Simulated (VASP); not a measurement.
# Ag (Fm-3m) in VASP: further runs

Ag is run at these levels: BLYP+D3(BJ); tasks: single point.

Program: VASP 6.6.1. These are calculated values, not measurements. Logs are shortened: lines on timing, memory, paths and dates and some standing lists are left out, and cuts for length are marked.

### Step 1. The cell of the first run

Symmetry: Fm-3m, No. 225, cubic system. Conventional cell: a = 4.058 Å, b = 4.058 Å, c = 4.058 Å, α = 90.00°, β = 90.00°, γ = 90.00°. Within 3.8 Å of Ag (site symmetry m-3m) lie 12 Ag at 2.87 Å.

### Step 2. Single point, BLYP+D3(BJ), collinear spin, zero start (volume scaled by 0.98)

INCAR reads:

```
PREC = Accurate
ENCUT = 500
EDIFF = 1E-6
ISMEAR = 0
SIGMA = 0.05
LREAL = False
LASPH = True
NELM = 200
ALGO = Normal
ISIF = 2
LWAVE = False
LCHARG = False
ISPIN = 2
MAGMOM = 0
LORBIT = 11
NUPDOWN = 0.0
LMAXMIX = 4
GGA = B5
ALDAX = 1.0
AGGAX = 1.0
AGGAC = 1.0
ALDAC = 0.0
IVDW = 12
VDW_S6 = 1.0
VDW_S8 = 2.6996
VDW_A1 = 0.4298
VDW_A2 = 4.2359
NBANDS = 16
GGA_COMPAT = False
```

KPOINTS reads:

```
regular mesh
0
Gamma
  11 11 11
```

POSCAR reads:

```
Ag
1.0
    0.0000000000      2.0290398554      2.0290398554
    2.0290398554      0.0000000000      2.0290398554
    2.0290398554      2.0290398554      0.0000000000
Ag
1
Direct
    0.0000000000      0.0000000000      0.0000000000
```

Potentials or basis: VASP PAW PBE potentials, release 64 (Ag).

The run is started by

```sh
$ cat potpaw_PBE.64/Ag/POTCAR > POTCAR
$ mpirun -np 1 vasp_std > vasp.out
```

OUTCAR:

```text
PREC = Accurate
   ENCUT = 500
   EDIFF = 1E-6
   ISMEAR = 0
   LREAL = False
   LASPH = True
   NELM = 200
   ISIF = 2
   ISPIN = 2
   LORBIT = 11
   NUPDOWN = 0.0
   GGA = B5
   IVDW = 12
 IVDW          = 12

 ion  position               nearest neighbor table
   1  0.000  0.000  0.000-

  LATTYP: Found a face centered cubic cell.
 ALAT       =     4.0580797108

  Lattice vectors:

 A1 = (   0.0000000000,   2.0290398554,   2.0290398554)
 A2 = (   2.0290398554,   0.0000000000,   2.0290398554)
 A3 = (   2.0290398554,   2.0290398554,   0.0000000000)

Analysis of symmetry for initial positions (statically):
=====================================================================
 Subroutine PRICEL returns:
 Original cell was already a primitive cell.

 Routine SETGRP: Setting up the symmetry group for a
 face centered cubic supercell.

 Subroutine GETGRP returns: Found 48 space group operations
 (whereof 48 operations were pure point group operations)
 out of a pool of 48 trial point group operations.

The static configuration has the point symmetry O_h .

Analysis of symmetry for dynamics (positions and initial velocities):
=====================================================================
 Subroutine PRICEL returns:
 Original cell was already a primitive cell.

 Routine SETGRP: Setting up the symmetry group for a
 face centered cubic supercell.

 Subroutine GETGRP returns: Found 48 space group operations
 (whereof 48 operations were pure point group operations)
 out of a pool of 48 trial point group operations.

The dynamic configuration has the point symmetry O_h .

Analysis of structural, dynamic, and magnetic symmetry:
=====================================================================
 Subroutine PRICEL returns:
 Original cell was already a primitive cell.

 Routine SETGRP: Setting up the symmetry group for a
 face centered cubic supercell.

 Subroutine GETGRP returns: Found 48 space group operations
 (whereof 48 operations were pure point group operations)
 out of a pool of 48 trial point group operations.

The overall configuration has the point symmetry O_h .

 Subroutine INISYM returns: Found 48 space group operations
 (whereof 48 operations are pure point group operations),
 and found     1 'primitive' translations

----------------------------------------------------------------------------------------

                                     Primitive cell

  volume of cell :      16.7071

  direct lattice vectors                    reciprocal lattice vectors
     0.000000000  2.029039855  2.029039855    -0.246421971  0.246421971  0.246421971
     2.029039855  0.000000000  2.029039855     0.246421971 -0.246421971  0.246421971
     2.029039855  2.029039855  0.000000000     0.246421971  0.246421971 -0.246421971

  length of vectors
     2.869495682  2.869495682  2.869495682     0.426815374  0.426815374  0.426815374

  position of ions in fractional coordinates (direct lattice)
     0.000000000  0.000000000  0.000000000

  ion indices of the primitive-cell ions
   primitive index   ion index
                 1           1

----------------------------------------------------------------------------------------

 KPOINTS: regular mesh

Automatic generation of k-mesh.
 Grid dimensions read from file:
 generate k-points for:   11   11   11

 Generating k-lattice:

  Cartesian coordinates                     Fractional coordinates (reciprocal lattice)
    -0.022401997  0.022401997  0.022401997     0.090909091  0.000000000  0.000000000
     0.022401997 -0.022401997  0.022401997     0.000000000  0.090909091  0.000000000
     0.022401997  0.022401997 -0.022401997     0.000000000  0.000000000  0.090909091

  Length of vectors
     0.038801398  0.038801398  0.038801398

  Shift w.r.t. Gamma in fractional coordinates (k-lattice)
     0.000000000  0.000000000  0.000000000

 Subroutine IBZKPT returns following result:
 ===========================================

 Found     56 irreducible k-points:

 Following reciprocal coordinates:
            Coordinates               Weight
  0.000000  0.000000  0.000000      1.000000
  0.090909  0.000000  0.000000      8.000000
  0.181818  0.000000  0.000000      8.000000
  0.272727  0.000000  0.000000      8.000000
  0.363636  0.000000  0.000000      8.000000
  0.454545  0.000000  0.000000      8.000000
[... 16 lines left out ...]
 -0.272727  0.181818  0.000000     24.000000
 -0.181818  0.181818  0.000000     12.000000
 [... further k-points ...]
   k-points           NKPTS =     56   k-points in BZ     NKDIM =     56   number of bands    NBANDS=     16
   number of dos      NEDOS =    301   number of ions     NIONS =      1
   total plane-waves  NPLWV =  13824
   dimension x,y,z NGX =    24 NGY =   24 NGZ =   24
   dimension x,y,z NGXF=    48 NGYF=   48 NGZF=   48
   ions per type =               1
   NGX,Y,Z   is equivalent  to a cutoff of  13.90, 13.90, 13.90 a.u.
   NGXF,Y,Z  is equivalent  to a cutoff of  27.81, 27.81, 27.81 a.u.
 SYSTEM =  unknown system
   PREC   = accura    normal or accurate (medium, high low for compatibility)
   ISTART =      0    job   : 0-new  1-cont  2-samecut
   ICHARG =      2    charge: 1-file 2-atom 10-const
   ISPIN  =      2    spin polarized calculation?
   LNONCOLLINEAR =      F non collinear calculations
   LSORBIT =      F    spin-orbit coupling
   LASPH  =      T    aspherical Exc in radial PAW
   ENCUT  =  500.0 eV  36.75 Ry    6.06 a.u.   5.23  5.23  5.23*2*pi/ulx,y,z
   NELM   =    200;   NELMIN=  2; NELMDL= -5     # of ELM steps
   EDIFF  = 0.1E-05   stopping-criterion for ELM
   LREAL  =      F    real-space projection
   EDIFFG = 0.1E-04   stopping-criterion for IOM
   NSW    =      0    number of steps for IOM
   IBRION =     -1    ionic relax: 0-MD 1-quasi-New 2-CG
   NFREE  =      0    steps in history (QN), initial steepest desc. (CG)
   ISIF   =      2    stress and relaxation
   ISYM   =      2    0-nonsym 1-usesym 2-fastsym
   POTIM  = 0.5000    time-step for ionic-motion
   TEBEG  =    0.0;   TEEND  =   0.0 temperature during run
   PSTRESS=    0.0 pullay stress
   NELECT =      11.0000    total number of electrons
   NUPDOWN=       0.0000    fix difference up-down
   EMIN   =  10.00;   EMAX   =-10.00  energy-range for DOS
   EFERMI =   0.00;   METHOD = LEGACY
   ISMEAR =     0;   SIGMA  =   0.05  broadening in eV -4-tet -1-fermi 0-gaus
   EFERMI_NEDOS =   21; number of points for ismear=-14 and -15
   IALGO  =     38    algorithm
   IMIX   =      4    mixing-type and parameters
     AMIX     =   0.40;   BMIX     =  1.00
     AMIX_MAG =   1.60;   BMIX_MAG =  1.00
  volume/ion in A,a.u.               =      16.71       112.75
  Fermi-wavevector in a.u.,A,eV,Ry     =   1.424203  2.691353 27.597424  2.028353
  Thomas-Fermi vector in A             =   2.544719
   LORBIT       =     11    0 simple, 1 ext, 2 COOP (PROOUT), +10 PAW based schemes
   GGA     = B5    functional components
   LHFCALC =     F    Hartree Fock is set to
   AEXX    =    0.0000 exact exchange contribution
   IVDW    =    12    specifies the selected vdW correction
   LEPSILON=     F    determine dielectric tensor
   LRPA    =     F    only Hartree local field effects (RPA)
 spin polarized calculation
 Gauss-broadening in eV      SIGMA  =   0.05
  energy-cutoff  :      500.00
  volume of cell :       16.71
 maximum number of plane-waves:       440
 NGX is ok and might be reduce to    24
   NGX = 11   NGY = 11   NGZ = 11

 number of electron      11.0000000 magnetization      -0.0000000

 number of electron      11.0000000 magnetization       0.0000000

 Free energy of the ion-electron system (eV)
  ---------------------------------------------------
  ext. energy  EPLUGINS =         0.00000000
  ---------------------------------------------------
  free energy    TOTEN  =        -1.98901519 eV

  energy without entropy =       -1.98807063  energy(sigma->0) =       -1.98854291

 E-fermi :   9.5784     XC(G=0): -11.7474

 val. band max:        9.5610745713   @ k =  -0.4545   0.0909   0.0000
 cond. band min:       9.5949821957   @ k =   0.4545   0.3636   0.0000
 fundamental gap:      0.0339076244
 Fermi energy:         9.5784326392

 spin component 1

 k-point     1 :       0.0000    0.0000    0.0000
  band No.  band energies     occupation
      1       1.3968      1.00000
      2       4.2661      1.00000
      3       4.2661      1.00000
      4       4.2661      1.00000
      5       5.3338      1.00000
      6       5.3338      1.00000
[... 8 lines left out ...]
     15      39.0477      0.00000
     16      39.0477      0.00000
[... 419 lines left out ...]
 k-point    24 :      -0.1818    0.1818    0.0000
  band No.  band energies     occupation
      1       3.4167      1.00000
      2       3.8678      1.00000
      3       4.5093      1.00000
      4       4.9022      1.00000
      5       4.9336      1.00000
      6       6.5498      1.00000
[... 8 lines left out ...]
     15      40.0768      0.00000
     16      42.6684      0.00000

 [... further k-points ...]

 spin component 2

 k-point     1 :       0.0000    0.0000    0.0000
  band No.  band energies     occupation
      1       1.3968      1.00000
      2       4.2661      1.00000
      3       4.2661      1.00000
      4       4.2661      1.00000
      5       5.3338      1.00000
      6       5.3338      1.00000
[... 8 lines left out ...]
     15      39.0477      0.00000
     16      39.0477      0.00000
[... 419 lines left out ...]
 k-point    24 :      -0.1818    0.1818    0.0000
  band No.  band energies     occupation
      1       3.4167      1.00000
      2       3.8678      1.00000
      3       4.5093      1.00000
      4       4.9022      1.00000
      5       4.9336      1.00000
      6       6.5498      1.00000
[... 8 lines left out ...]
     15      40.0768      0.00000
     16      42.6684      0.00000

 [... further k-points ...]

------------------------ aborting loop because EDIFF is reached ----------------------------------------

 Edisp (eV)   -1.37277

 E8    (eV) :    -1.0102

  FORCE on cell =-STRESS in cart. coord.  units (eV):
  Direction    XX          YY          ZZ          XY          YZ          ZX
  --------------------------------------------------------------------------------------
  -------------------------------------------------------------------------------------
  Total       0.13039     0.13039     0.13039     0.00000     0.00000    -0.00000
  in kB      12.50383    12.50383    12.50383     0.00000     0.00000    -0.00000
  external pressure =       12.50 kB  Pullay stress =        0.00 kB

 VOLUME and BASIS-vectors are now :
 -----------------------------------------------------------------------------
  energy-cutoff  :      500.00
  volume of cell :       16.71
      direct lattice vectors                 reciprocal lattice vectors
     0.000000000  2.029039855  2.029039855    -0.246421971  0.246421971  0.246421971
     2.029039855  0.000000000  2.029039855     0.246421971 -0.246421971  0.246421971
     2.029039855  2.029039855  0.000000000     0.246421971  0.246421971 -0.246421971

 POSITION                                       TOTAL-FORCE (eV/Angst)
 -----------------------------------------------------------------------------------
      0.00000      0.00000      0.00000        -0.000000     -0.000000      0.000000
 -----------------------------------------------------------------------------------
    total drift:                               -0.000000      0.000000     -0.000000

  FREE ENERGIE OF THE ION-ELECTRON SYSTEM (eV)
  ---------------------------------------------------
  free  energy   TOTEN  =        -3.3617818332 eV

  energy  without entropy=       -3.3608372723  energy(sigma->0) =       -3.36130955

 total charge

# of ion       s       p       d       tot
------------------------------------------
    1        0.429   0.312   9.189   9.930

 magnetization (x)

# of ion       s       p       d       tot
------------------------------------------
    1       -0.000  -0.000  -0.000  -0.000
```

Run time: 16 s. Hardware: 1 thread of Intel Xeon Platinum 8375C at 2.90GHz (Ice Lake), shared host; peak memory 0.17 GiB.

What came out:

- Free energy: -3.3618 eV
- Pressure: 1.3 GPa
- Net moment: 0.00 μB per cell
- Valence electrons inside the program's atomic spheres: Ag 9.93
- Dispersion energy per atom: -1.373 eV

Caveat: the cell differs from its parent crystal (volume scaled by 0.98); the PAW data sets were made with another functional, which shifts forces and pressure a little; the total moment is fixed, so each spin has its own Fermi level.

### Step 3. Single point, BLYP+D3(BJ), collinear spin, zero start

This run uses another cell than the first one, of 17.05 Å³/atom, 1.020 times its volume.

INCAR reads:

```
SYSTEM = Ag
PREC     = Accurate       ! precision mode
ENCUT    = 500            ! plane-wave cutoff, eV
EDIFF    = 1E-6           ! SCF threshold, eV
ISMEAR   = 0              ! smearing method
SIGMA    = 0.05           ! smearing width, eV
LREAL    = .False.        ! projectors in reciprocal space
LASPH    = .True.         ! aspherical terms in the spheres
NELM     = 200            ! most SCF steps
ALGO     = Normal         ! electronic algorithm
ISIF     = 2              ! what is computed and relaxed
LWAVE    = .False.        ! write WAVECAR
LCHARG   = .False.        ! write CHGCAR
ISPIN    = 2              ! spin polarisation
MAGMOM   = 0              ! initial moments
LORBIT   = 11             ! projections on sites
NUPDOWN  = 0.0            ! fixed moment
LMAXMIX  = 4              ! l up to which the mixer works
GGA      = B5             ! functional
ALDAX    = 1.0          
AGGAX    = 1.0          
AGGAC    = 1.0          
ALDAC    = 0.0          
IVDW     = 12             ! dispersion correction
VDW_S6   = 1.0          
VDW_S8   = 2.6996       
VDW_A1   = 0.4298       
VDW_A2   = 4.2359       
NBANDS   = 16             ! bands
GGA_COMPAT= .False.
```

KPOINTS reads:

```
regular mesh
0
Gamma
  11 11 11
  0 0 0
```

POSCAR reads:

```
Ag
1.0
    0.0000000000      2.0427500000      2.0427500000
    2.0427500000      0.0000000000      2.0427500000
    2.0427500000      2.0427500000      0.0000000000
Ag
1
Direct
    0.0000000000      0.0000000000      0.0000000000
```

Potentials or basis: VASP PAW PBE potentials, release 64 (Ag).

The run is started by

```sh
$ cat potpaw_PBE.64/Ag/POTCAR > POTCAR
$ mpirun -np 1 vasp_std > vasp.out
```

It took 16 s on 1 thread of Intel Xeon Platinum 8375C at 2.90GHz (Ice Lake), shared host; peak memory 0.17 GiB.

It converged, with:

* Free energy: -3.3622 eV
* Pressure: -0.9 GPa
* Net moment: 0.00 μB per cell
* Valence electrons inside the program's atomic spheres: Ag 9.91
* Dispersion energy per atom: -1.345 eV

Caveat: the PAW data sets were made with another functional, which shifts forces and pressure a little; the total moment is fixed, so each spin has its own Fermi level.

### Step 4. Single point, BLYP+D3(BJ), collinear spin, zero start (volume scaled by 1.02)

INCAR reads:

```
SYSTEM = Ag
PREC = Accurate ; ENCUT = 500
EDIFF = 1E-6 ; ISMEAR = 0
SIGMA = 0.05 ; LREAL = .False.
LASPH = .True. ; NELM = 200
ALGO = Normal ; ISIF = 2
LWAVE = .False. ; LCHARG = .False.
ISPIN = 2 ; MAGMOM = 0
LORBIT = 11 ; NUPDOWN = 0.0
LMAXMIX = 4 ; GGA = B5
ALDAX = 1.0 ; AGGAX = 1.0
AGGAC = 1.0 ; ALDAC = 0.0
IVDW = 12 ; VDW_S6 = 1.0
VDW_S8 = 2.6996 ; VDW_A1 = 0.4298
VDW_A2 = 4.2359 ; NBANDS = 16
GGA_COMPAT = .False.
```

KPOINTS reads:

```
Automatic mesh
0
Gamma
  11 11 11
  0 0 0
```

POSCAR reads:

```
Ag
1.0
    0.0000000000      2.0562785400      2.0562785400
    2.0562785400      0.0000000000      2.0562785400
    2.0562785400      2.0562785400      0.0000000000
Ag
1
Direct
    0.0000000000      0.0000000000      0.0000000000
```

The run is started by

```sh
$ cat potpaw_PBE.64/Ag/POTCAR > POTCAR
$ mpirun -np 1 vasp_std > vasp.out
```

Wall time 16 s (1 thread of Intel Xeon Platinum 8375C at 2.90GHz (Ice Lake), shared host); peak memory 0.17 GiB.

The run converged. Its results:

```yaml
Free_energy: -3.3583 eV
Pressure: -2.8 GPa
Net_moment: 0.00 μB per cell
Valence_electrons_inside_the_program's_atomic_spheres: Ag 9.89
Dispersion_energy_per_atom: -1.317 eV
```

Caveat: the cell differs from its parent crystal (volume scaled by 1.02); the PAW data sets were made with another functional, which shifts forces and pressure a little; the total moment is fixed, so each spin has its own Fermi level.

### Step 5. Summary

| cell | pressure (GPa) | moment (μB) |
| --- | --- | --- |
| a = 2.869 Å, angles 60.0°, 1 atom | 1.3 | 0.00 |
| a = 2.889 Å, angles 60.0°, 1 atom | -0.9 | 0.00 |
| a = 2.908 Å, angles 60.0°, 1 atom | -2.8 | 0.00 |

Alike in all rows: task single point; level BLYP+D3(BJ); potentials or basis VASP PAW PBE potentials, release 64 (Ag); spin collinear, zero start; fixed moment (μB) 0.0; k mesh 11 × 11 × 11; cutoff (eV) 500; smearing gaussian 0.05 eV.

Caveats: the PAW data sets were made with another functional, which shifts forces and pressure a little; the total moment is fixed, so each spin has its own Fermi level.

Absolute energies hang on the potentials; compare differences alone.
